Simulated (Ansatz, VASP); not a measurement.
**RbBr: VASP beside Ansatz**

File INCAR:

```
PREC     = Accurate       # precision mode
ENCUT    = 520            # plane-wave cutoff, eV
EDIFF    = 1E-6           # SCF threshold, eV
ISMEAR   = 0              # smearing method
SIGMA    = 0.01           # smearing width, eV
LREAL    = False          # projectors in reciprocal space
LASPH    = True           # aspherical terms in the spheres
NELM     = 80             # most SCF steps
ALGO     = Normal         # electronic algorithm
ISIF     = 2              # what is computed and relaxed
LWAVE    = False          # write WAVECAR
LCHARG   = False          # write CHGCAR
GGA      = PS             # functional
NBANDS   = 24             # bands
```

Contents of KPOINTS:

```
regular mesh
0
Gamma
  6 6 4
```

The input POSCAR:

```
RbBr
1.0
    4.7710886017      0.0000000000      0.0000000000
   -2.3855443009      4.1318839328      0.0000000000
    0.0000000000      0.0000000000      8.4101539777
Rb Br
2 2
Direct
    0.0000000000      0.0000000000      0.0000000000
    0.0000000000      0.0000000000      0.5000000000
    0.3333333333      0.6666666667      0.2500000000
    0.6666666667      0.3333333333      0.7500000000
```

Input for Ansatz:

```yaml
crystal:
  lattice:
    - [4.7710886017, 0.0, 0.0]
    - [-2.3855443009, 4.1318839328, 0.0]
    - [0.0, 0.0, 8.4101539777]
  atoms:
    - { symbol: Rb, position: [0.0, 0.0, 0.0] }
    - { symbol: Rb, position: [0.0, 0.0, 0.5] }
    - { symbol: Br, position: [0.3333333333, 0.6666666667, 0.25] }
    - { symbol: Br, position: [0.6666666667, 0.3333333333, 0.75] }
kpoints:
  mp_grid: { grid: [6, 6, 4] }
hamiltonian:
  xc: pbesol
scf:
  occupations: { method: fixed }
output:
  optics:
    e_range: [0, 20]
    de: 0.05
    sigma: 0.4
    scissors: 0.6
    scheme: gaussian
    bands: auto
```

Alike in both runs: task single point; functional PBEsol; k mesh 6 × 6 × 4; no spin polarisation.

```csv
,VASP,Ansatz
version,VASP 6.6.1,Ansatz 0.2.0
potentials or method,"VASP PAW PBE potentials, release 64 (Rb_sv, Br)","plane waves, PAW"
plane-wave cutoff (eV),520,420
occupations,"gaussian, width 0.01 eV",fixed
valence electrons in the cell,32,32
```

Ansatz gave:

* gap on the k mesh at the Fermi level (eV): 4.10

Problem. Estimate VASP's values.

Solution. gap on the k mesh at the Fermi level (eV): 4.09.

VASP's potentials were made for PBE, not for PBEsol.
